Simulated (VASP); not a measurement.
A run of VASP 6.6.1:

Contents of INCAR:

```
  PREC = Accurate
  ENCUT = 520
  EDIFF = 1E-8
  ISMEAR = -1
  SIGMA = 0.03
  LREAL = False
  LASPH = True
  NELM = 80
  ALGO = Normal
  ISIF = 2
  LWAVE = False
  LCHARG = False
  GGA = PE
  LEFG = True
  NBANDS = 12
```

The input KPOINTS:

```
Automatic mesh
0
Gamma
  9 9 9
```

The input POSCAR:

```
LiCl
1.0
    0.0000000000      2.5901553150      2.5901553150
    2.5901553150      0.0000000000      2.5901553150
    2.5901553150      2.5901553150      0.0000000000
Li Cl
1 1
Direct
    0.0000000000      0.0000000000      0.0000000000
    0.5000000000      0.5000000000      0.5000000000
```

Potentials or basis: VASP PAW PBE potentials, release 64 (Li_sv, Cl).

Launch:

```bash
$ cat potpaw_PBE.64/Li_sv/POTCAR potpaw_PBE.64/Cl/POTCAR > POTCAR
$ mpirun -np 1 vasp_std > vasp.out
```

Hardware: 1 thread of AMD EPYC 7R13 Processor (Zen 3), with other jobs on the host.

Estimate the wall time of this run.

Wall time 14 s on 1 thread of AMD EPYC 7R13 Processor (Zen 3) (shared host), peak memory 0.12 GiB. Counts: scf iterations 16, k points 35.
